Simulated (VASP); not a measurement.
A run of VASP 6.6.1:

File INCAR:

```
SYSTEM = Ti3InC
  PREC = Accurate
  ENCUT = 520
  EDIFF = 1E-6
  ISMEAR = 0
  SIGMA = 0.15
  LREAL = .FALSE.
  LASPH = .TRUE.
  NELM = 100
  ALGO = Normal
  ISIF = 2
  LWAVE = .FALSE.
  LCHARG = .TRUE.
  GGA = PS
  LELF = .TRUE.
  LVHAR = .TRUE.
  NBANDS = 34
```

KPOINTS

```
regular mesh
0
G
  10 10 10
  0 0 0
```

Contents of POSCAR:

```
Ti3InC
1.0
    4.3410972532      0.0000000000      0.0000000000
    0.0000000000      4.3410972532      0.0000000000
    0.0000000000      0.0000000000      4.0854066250
Ti In C
3 1 1
Direct
    0.5000000000      0.5000000000      0.0000000000
    0.5000000000      0.0000000000      0.5000000000
    0.0000000000      0.5000000000      0.5000000000
    0.0000000000      0.0000000000      0.0000000000
    0.5000000000      0.5000000000      0.5000000000
```

Potentials or basis: VASP PAW PBE potentials, release 64 (Ti_sv, In_d, C).

Launch:

```sh
$ cat potpaw_PBE.64/Ti_sv/POTCAR potpaw_PBE.64/In_d/POTCAR potpaw_PBE.64/C/POTCAR > POTCAR
$ mpirun -np 1 vasp_std > vasp.out
```

Hardware: 1 thread of Intel(R) Xeon(R) 6975P-C (Granite Rapids) (shared host).

**Question.** How long does it take, and how much memory?

**Answer.** Run time: 110 s on 1 thread of Intel(R) Xeon(R) 6975P-C (Granite Rapids) (shared host), peak memory 0.4 GiB. Counts: scf iterations 15, k points 126.
